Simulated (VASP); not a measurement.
Write the native input for VASP 6.6.1 that does the following.

```
Task                   : single point
Functional             : PBEsol
Potentials or basis    : VASP PAW PBE potentials, release 64 (Al)
Cutoff                 : 520 eV
k mesh                 : 18 × 18 × 10
Occupations            : gaussian, width 0.15 eV
Spin                   : no spin polarisation
Dipole correction      : no
Further INCAR settings : ALGO = Normal; EDIFF = 1e-07; NBANDS = 10
```

The structure of Al lies in POSCAR:

```
Al
1.0
    2.6502000000      0.0000000000      0.0000000000
   -1.3251000000      2.2951405251      0.0000000000
    0.0000000000      0.0000000000      4.7867000000
Al
2
Direct
    0.6666666667      0.3333333333      0.7500000000
    0.3333333333      0.6666666667      0.2500000000
```

One way to write it, as run:

INCAR

```
PREC = Accurate
ENCUT = 520
EDIFF = 1E-7
ISMEAR = 0
SIGMA = 0.15
LREAL = F
LASPH = T
NELM = 100
ALGO = Normal
ISIF = 2
LWAVE = F
LCHARG = F
GGA = PS
NBANDS = 10
```

KPOINTS

```
regular mesh
0
Gamma
  18 18 10
```

Potentials or basis: VASP PAW PBE potentials, release 64 (Al).

The run is started by

```bash
$ cat potpaw_PBE.64/Al/POTCAR > POTCAR
$ mpirun -np 1 vasp_std > vasp.out
```

Results of the run:

| Item | Value |
| --- | --- |
| Pressure | 13.2 GPa |
| Band gap on the k mesh | zero (band 3 reaches 12.79 eV, above the bottom of band 4 at 6.21 eV) |

Caveat: the PAW data sets were made with another functional, which shifts forces and pressure a little.

Run time: 18 s on 1 thread of Intel(R) Xeon(R) 6975P-C (Granite Rapids) (shared host), peak memory 0.16 GiB.
